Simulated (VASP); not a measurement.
Crystal: TiAl.

```
CELL_PARAMETERS angstrom
2.82851 0.00000 0.00000
-1.41426 2.44956 0.00000
0.00000 0.00000 4.61486
ATOMIC_POSITIONS crystal
Ti 0.00000 0.00000 0.00000
Al 0.33333 0.66667 0.50000
```

This cell differs from its parent crystal: volume scaled by 0.96.

Base run:

| Quantity | Value |
| --- | --- |
| Program | VASP 6.6.1 |
| Functional | PBEsol |
| Potentials or basis | VASP PAW PBE potentials, release 64 (Ti_sv, Al) |
| Cutoff | 520 eV |
| k mesh | 11 × 11 × 6 |
| Occupations | fermi-dirac, width 0.05 eV |
| Spin | no spin polarisation |

Its results: pressure 1.6 GPa.

Task: The run is repeated on the same cell with these changes: functional from PBEsol to r2SCAN; further incar settings from ALGO = Normal; EDIFF = 1e-06; NBANDS = 14 to ALGO = Normal; EDIFF = 1e-07; NBANDS = 14. What comes out?

Result: Pressure 3.9 GPa.

Caveats: the PAW data sets were made with another functional, which shifts forces and pressure a little.
